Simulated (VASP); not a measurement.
# Cd16S16O (a cell with a defect) in VASP: notebook

Cd16S16O (a cell with a defect) is run at these levels: PBE; tasks: single point.

Program: VASP 6.6.1. These are calculated values, not measurements. Logs are shortened: lines on timing, memory, paths and dates and some standing lists are left out, and cuts for length are marked.

## Step 1: The cell of the first run

The cell holds a defect, 33 atoms: a = 8.328 Å, b = 8.328 Å, c = 13.535 Å, α = 90.00°, β = 90.00°, γ = 120.00°.

## Step 2: Single point, PBE

Contents of INCAR:

```
ALGO = Normal
EDIFF = 1E-7
ENCUT = 520
GGA = PE
ISIF = 2
ISMEAR = -1
LASPH = True
LCHARG = False
LREAL = Auto
LWAVE = False
NBANDS = 169
NELECT = 296.0
NELM = 100
PREC = Accurate
SIGMA = 0.01
```

Contents of KPOINTS:

```
Automatic mesh
0
Gamma
  1 1 1
  0.25 0.25 0.25
```

Contents of POSCAR:

```
Cd16S16O
1.0
    8.3277842500     -0.0000000600      0.0000000000
   -4.1638920700      7.2120727400      0.0000000000
    0.0000000000      0.0000000000     13.5350132800
Cd S O
16 16 1
Direct
    0.3300194763      0.1584635768      0.2485674870
    0.1727549304      0.3531098031     -0.0040542625
    0.3177415593      0.1395680782      0.7525681094
    0.1663894185      0.3387193109      0.4943481043
    0.3285652300      0.6724586598      0.2391978124
    0.1220838720      0.8767345450     -0.0411775891
    0.3419528438      0.6582377650      0.7501483997
    0.1656090891      0.8347093084      0.4894504160
    0.8398560813      0.1601471858      0.2523928669
    0.6772088672      0.3221609920      0.0188424204
    0.8813934079      0.1189382902      0.7611809056
    0.6649269189      0.3348540273      0.5206840132
    0.8427767005      0.6704477844      0.2484635807
    0.6468392016      0.8275768433     -0.0041273546
    0.8597580614      0.6824121537      0.7525975092
    0.6603812186      0.8321862676      0.4939951119
    0.3407416721      0.1726918103      0.4376870539
    0.1683464799      0.3350095703      0.1886009363
    0.3644986049      0.2092885114      0.9494736100
    0.1856655008      0.3396847335      0.6786144502
    0.3330065611      0.6660276267      0.4269867018
    0.1634148172      0.8379984802      0.1776881440
    0.3143844211      0.6856781028      0.9376788896
    0.1847505044      0.8144087967      0.6714111530
    0.8307473885      0.1680400474      0.4400563488
    0.6700650925      0.3306384842      0.2041740929
    0.8357073961      0.1648228045      0.9473729488
    0.6775513557      0.3232966315      0.7038377679
    0.8279109633      0.6591816722      0.4375276067
    0.6659793504      0.8317836510      0.1884557578
    0.7895222285      0.6348859719      0.9491713207
    0.6604465553      0.8150596471      0.6783656494
    0.0294409806     -0.0293236020     -0.1805522762
```

Potentials or basis: VASP PAW PBE potentials, release 64 (Cd, S, O).

Command:

```bash
cat potpaw_PBE.64/Cd/POTCAR potpaw_PBE.64/S/POTCAR potpaw_PBE.64/O/POTCAR > POTCAR
mpirun -np 1 vasp_std > vasp.out
```

OUTCAR:

```text
EDIFF = 1E-7
   ENCUT = 520
   GGA = PE
   ISIF = 2
   ISMEAR = -1
   LASPH = True
   LREAL = Auto
   NELECT = 296.0
   NELM = 100
   PREC = Accurate

 ion  position               nearest neighbor table
   1  0.330  0.158  0.249-  22 2.50  26 2.53  17 2.56  18 2.57
   2  0.173  0.353  0.996-  19 2.51  27 2.52  23 2.53  18 2.61
   3  0.318  0.140  0.753-  33 2.28  24 2.60  20 2.61  28 2.68  19 2.71   6 3.42  11 3.55
   4  0.166  0.339  0.494-  20 2.50  25 2.53  21 2.53  17 2.57
   5  0.329  0.672  0.239-  22 2.53  18 2.53  30 2.53  21 2.54
   6  0.122  0.877  0.959-  33 2.32  31 2.48  19 2.48  23 2.78  22 3.02  15 3.41   3 3.42
   7  0.342  0.658  0.750-  20 2.49  32 2.49  24 2.50  23 2.57
   8  0.166  0.835  0.489-  24 2.48  29 2.54  17 2.54  21 2.57
   9  0.840  0.160  0.252-  30 2.52  18 2.52  26 2.54  25 2.54
  10  0.677  0.322  0.019-  19 2.47  31 2.47  27 2.47  26 2.51
  11  0.881  0.119  0.761-  33 2.28  32 2.53  20 2.53  27 2.61  28 3.04  15 3.55   3 3.55
  12  0.665  0.335  0.521-  28 2.49  17 2.59  29 2.60  25 2.64
  13  0.843  0.670  0.248-  22 2.50  26 2.52  29 2.56  30 2.57
  14  0.647  0.828  0.996-  31 2.51  27 2.52  23 2.53  30 2.61
  15  0.860  0.682  0.753-  33 2.28  24 2.60  32 2.61  28 2.67  31 2.71   6 3.41  11 3.55
  16  0.660  0.832  0.494-  32 2.50  21 2.53  25 2.53  29 2.57
  17  0.341  0.173  0.438-   8 2.54   1 2.56   4 2.57  12 2.59
  18  0.168  0.335  0.189-   9 2.52   5 2.53   1 2.57   2 2.61
  19  0.364  0.209  0.949-  10 2.47   6 2.48   2 2.51   3 2.71
  20  0.186  0.340  0.679-   7 2.49   4 2.50  11 2.53   3 2.61
  21  0.333  0.666  0.427-  16 2.53   4 2.53   5 2.54   8 2.57
[... 10 lines left out ...]
  32  0.660  0.815  0.678-   7 2.49  16 2.50  11 2.53  15 2.61
  33  0.029  0.971  0.819-   3 2.28  15 2.28  11 2.28   6 2.32

  LATTYP: Found a hexagonal cell.
 ALAT       =     8.3277842500
 C/A-ratio  =     1.6252838539

  Lattice vectors:

 A1 = (   8.3277842500,  -0.0000000600,   0.0000000000)
 A2 = (  -4.1638920700,   7.2120727400,   0.0000000000)
 A3 = (   0.0000000000,   0.0000000000,  13.5350132800)

Analysis of symmetry for initial positions (statically):
=====================================================================
 Subroutine PRICEL returns:
 Original cell was already a primitive cell.

 Routine SETGRP: Setting up the symmetry group for a
 hexagonal supercell.

 Subroutine GETGRP returns: Found  1 space group operations
 (whereof  1 operations were pure point group operations)
 out of a pool of 24 trial point group operations.

The static configuration has the point symmetry C_1 .

Analysis of symmetry for dynamics (positions and initial velocities):
=====================================================================
 Subroutine PRICEL returns:
 Original cell was already a primitive cell.

 Routine SETGRP: Setting up the symmetry group for a
 hexagonal supercell.

 Subroutine GETGRP returns: Found  1 space group operations
 (whereof  1 operations were pure point group operations)
 out of a pool of 24 trial point group operations.

The dynamic configuration has the point symmetry C_1 .

 Subroutine INISYM returns: Found  1 space group operations
 (whereof  1 operations are pure point group operations),
 and found     1 'primitive' translations

----------------------------------------------------------------------------------------

                                     Primitive cell

  volume of cell :     812.9208

  direct lattice vectors                    reciprocal lattice vectors
     8.327784250 -0.000000060  0.000000000     0.120079961  0.069328196  0.000000000
    -4.163892070  7.212072740  0.000000000     0.000000001  0.138656395  0.000000000
     0.000000000  0.000000000 13.535013280     0.000000000  0.000000000  0.073882454

  length of vectors
     8.327784250  8.327784242 13.535013280     0.138656395  0.138656395  0.073882454

  position of ions in fractional coordinates (direct lattice)
     0.330019476  0.158463577  0.248567487
     0.172754930  0.353109803  0.995945738
     0.317741559  0.139568078  0.752568109
     0.166389419  0.338719311  0.494348104
     0.328565230  0.672458660  0.239197812
     0.122083872  0.876734545  0.958822411
[... 25 lines left out ...]
     0.660446555  0.815059647  0.678365649
     0.029440981  0.970676398  0.819447724

  ion indices of the primitive-cell ions
   primitive index   ion index
                 1           1
                 2           2
                 3           3
                 4           4
                 5           5
                 6           6
[... 25 lines left out ...]
                32          32
                33          33

----------------------------------------------------------------------------------------

 KPOINTS: Automatic mesh

Automatic generation of k-mesh.
 Grid dimensions read from file:
 generate k-points for:    1    1    1

 Generating k-lattice:

  Cartesian coordinates                     Fractional coordinates (reciprocal lattice)
     0.120079961  0.069328196  0.000000000     1.000000000  0.000000000  0.000000000
     0.000000001  0.138656395  0.000000000     0.000000000  1.000000000  0.000000000
     0.000000000  0.000000000  0.073882454     0.000000000  0.000000000  1.000000000

  Length of vectors
     0.138656395  0.138656395  0.073882454

  Shift w.r.t. Gamma in fractional coordinates (k-lattice)
     0.250000000  0.250000000  0.250000000

 Subroutine IBZKPT returns following result:
 ===========================================

 Found      6 irreducible k-points:

 Following reciprocal coordinates:
            Coordinates               Weight
  0.250000  0.250000  0.250000      2.000000
 -0.250000  0.500000  0.250000      2.000000
  0.500000  0.250000  0.250000      2.000000
 -0.250000 -0.250000  0.250000      2.000000
  0.250000  0.500000  0.250000      2.000000
  0.500000 -0.250000  0.250000      2.000000
   k-points           NKPTS =      6   k-points in BZ     NKDIM =      6   number of bands    NBANDS=    169
   number of dos      NEDOS =    301   number of ions     NIONS =     33
   total plane-waves  NPLWV = 442368
   dimension x,y,z NGX =    64 NGY =   64 NGZ =  108
   dimension x,y,z NGXF=   128 NGYF=  128 NGZF=  216
   ions per type =              16  16   1
   NGX,Y,Z   is equivalent  to a cutoff of  12.78, 12.78, 13.27 a.u.
   NGXF,Y,Z  is equivalent  to a cutoff of  25.55, 25.55, 26.53 a.u.
 SYSTEM =  unknown system
   PREC   = accura    normal or accurate (medium, high low for compatibility)
   ISTART =      0    job   : 0-new  1-cont  2-samecut
   ICHARG =      2    charge: 1-file 2-atom 10-const
   ISPIN  =      1    spin polarized calculation?
   LNONCOLLINEAR =      F non collinear calculations
   LSORBIT =      F    spin-orbit coupling
   LASPH  =      T    aspherical Exc in radial PAW
   ENCUT  =  520.0 eV  38.22 Ry    6.18 a.u.  15.48 15.48 25.17*2*pi/ulx,y,z
   NELM   =    100;   NELMIN=  2; NELMDL= -5     # of ELM steps
   EDIFF  = 0.1E-06   stopping-criterion for ELM
   LREAL  =      T    real-space projection
   EDIFFG = 0.1E-05   stopping-criterion for IOM
   NSW    =      0    number of steps for IOM
   IBRION =     -1    ionic relax: 0-MD 1-quasi-New 2-CG
   NFREE  =      0    steps in history (QN), initial steepest desc. (CG)
   ISIF   =      2    stress and relaxation
   ISYM   =      2    0-nonsym 1-usesym 2-fastsym
   POTIM  = 0.5000    time-step for ionic-motion
   TEBEG  =    0.0;   TEEND  =   0.0 temperature during run
   PSTRESS=    0.0 pullay stress
   NELECT =     296.0000    total number of electrons
   NUPDOWN=      -1.0000    fix difference up-down
   EMIN   =  10.00;   EMAX   =-10.00  energy-range for DOS
   EFERMI =   0.00;   METHOD = LEGACY
   ISMEAR =    -1;   SIGMA  =   0.01  broadening in eV -4-tet -1-fermi 0-gaus
   EFERMI_NEDOS =   21; number of points for ismear=-14 and -15
   IALGO  =     38    algorithm
   IMIX   =      4    mixing-type and parameters
     AMIX     =   0.40;   BMIX     =  1.00
     AMIX_MAG =   1.60;   BMIX_MAG =  1.00
  volume/ion in A,a.u.               =      24.63       166.24
  Fermi-wavevector in a.u.,A,eV,Ry     =   1.169022  2.209131 18.593888  1.366612
  Thomas-Fermi vector in A             =   2.305501
   LORBIT       =      0    0 simple, 1 ext, 2 COOP (PROOUT), +10 PAW based schemes
   GGA     = PE    functional components
   LHFCALC =     F    Hartree Fock is set to
   AEXX    =    0.0000 exact exchange contribution
   IVDW    =     0    specifies the selected vdW correction
   LEPSILON=     F    determine dielectric tensor
   LRPA    =     F    only Hartree local field effects (RPA)
 non-spin polarized calculation
  energy-cutoff  :      520.00
  volume of cell :      812.92
 maximum number of plane-waves:     21888
 NGX is ok and might be reduce to    64
   NGX = 31   NGY = 31   NGZ = 51

 number of electron     296.0000006 magnetization

 Free energy of the ion-electron system (eV)
  ---------------------------------------------------
  ext. energy  EPLUGINS =         0.00000000
  ---------------------------------------------------
  free energy    TOTEN  =       -99.57378751 eV

  energy without entropy =      -99.57378751  energy(sigma->0) =      -99.57378751

 E-fermi :   2.2712     XC(G=0):  -9.1878

 val. band max:        1.9965720733   @ k =  -0.2500  -0.2500   0.2500
 cond. band min:       3.9820950778   @ k =   0.2500   0.5000   0.2500
 fundamental gap:      1.9855230045
 Fermi energy:         2.2711621447

 k-point     1 :       0.2500    0.2500    0.2500
  band No.  band energies     occupation
      1     -13.9116      2.00000
      2     -11.1431      2.00000
      3     -11.0204      2.00000
      4     -10.9873      2.00000
      5     -10.9286      2.00000
      6     -10.8858      2.00000
[... 152 lines left out ...]
    159       5.4674      0.00000
    160       5.6039      0.00000
[... 813 lines left out ...]
    159       5.4851      0.00000
    160       5.5320      0.00000
 [bands above 160 left out]

------------------------ aborting loop because EDIFF is reached ----------------------------------------

  FORCE on cell =-STRESS in cart. coord.  units (eV):
  Direction    XX          YY          ZZ          XY          YZ          ZX
  --------------------------------------------------------------------------------------
  -------------------------------------------------------------------------------------
  Total       19.6706152     21.6637526     28.2637153      1.6784687      0.7138994     -1.1462407
  in kB       38.7686142     42.6968683     55.7046673      3.3080767      1.4070171     -2.2591141
  external PRESSURE =      45.7233833 kB  Pullay stress =       0.0000000 kB

 VOLUME and BASIS-vectors are now :
 -----------------------------------------------------------------------------
  energy-cutoff  :      520.00
  volume of cell :      812.92
      direct lattice vectors                 reciprocal lattice vectors
     8.327784250 -0.000000060  0.000000000     0.120079961  0.069328196  0.000000000
    -4.163892070  7.212072740  0.000000000     0.000000001  0.138656395  0.000000000
     0.000000000  0.000000000 13.535013280     0.000000000  0.000000000  0.073882454

 POSITION                                       TOTAL-FORCE (eV/Angst)
 -----------------------------------------------------------------------------------
      2.08851      1.14285      3.36436        -0.090915      0.064581      0.002322
     -0.03165      2.54665     13.48014         0.087096     -0.068113      0.002271
      2.06494      1.00658     10.18602         0.008616      0.073169     -0.023103
     -0.02474      2.44287      6.69101         0.084326     -0.050626     -0.004985
     -0.06382      4.84982      3.23755        -0.088355      0.052518     -0.001148
     -2.63394      6.32307     12.97767         0.087537     -0.041928     -0.019151
[... 25 lines left out ...]
      2.10624      5.87827      9.18169         0.059247     -0.032270      0.010242
     -3.79661      7.00059     11.09124        -0.043265      0.018944      0.063741
 -----------------------------------------------------------------------------------
    total drift:                                0.001641      0.003427      0.000658

  FREE ENERGIE OF THE ION-ELECTRON SYSTEM (eV)
  ---------------------------------------------------
  free  energy   TOTEN  =       -99.5737875148 eV

  energy  without entropy=      -99.5737875148  energy(sigma->0) =      -99.57378751
```

Wall time 21 min (1 thread of Intel Xeon 6975P-C (Granite Rapids), shared host); peak memory 1.1 GiB.

What came out:

- Free energy: -99.5738 eV
- Largest force: 0.201 eV/Å

Forces on the atoms (eV/Å):
```
Cd  -0.091  0.065  0.002
Cd   0.087 -0.068  0.002
Cd   0.009  0.073 -0.023
Cd   0.084 -0.051 -0.005
Cd  -0.088  0.053 -0.001
Cd   0.088 -0.042 -0.019
Cd  -0.060  0.039  0.031
Cd   0.084 -0.042 -0.004
Cd  -0.082  0.050 -0.006
Cd   0.050 -0.021 -0.033
Cd  -0.112  0.068  0.041
Cd   0.071 -0.036 -0.010
Cd  -0.093  0.053  0.002
Cd   0.106 -0.031  0.000
Cd  -0.057 -0.038 -0.029
Cd   0.091 -0.050 -0.002
S   -0.057  0.008 -0.013
S    0.076 -0.056  0.007
S   -0.054 -0.062  0.017
S    0.056 -0.041  0.005
S   -0.069  0.045 -0.016
S    0.032 -0.029 -0.097
S   -0.176  0.096 -0.006
S    0.070 -0.031 -0.071
S   -0.082  0.057  0.029
S    0.076 -0.053  0.015
S   -0.076  0.034  0.037
S    0.053 -0.050  0.033
S   -0.054  0.039 -0.007
S    0.072 -0.034  0.014
S    0.031  0.071  0.030
S    0.059 -0.032  0.010
O   -0.043  0.019  0.064
```

Levels at points of the mesh, in eV from the Fermi level:
| k point | band 144 | band 145 | band 146 | band 147 | band 148 | band 149 | band 150 | band 151 | band 152 | band 153 |
| --- | --- | --- | --- | --- | --- | --- | --- | --- | --- | --- |
| (0.25, 0.25, 0.25) | -1.50 | -1.39 | -0.68 | -0.63 | -0.27 | 1.73 | 2.32 | 2.36 | 2.46 | 2.59 |

Caveat: the cell carries a net charge on a neutralising background, which shifts energy and pressure; the cell is charged against a uniform background, so pressure and absolute levels hang on convention.

[end of part 1 of 2]
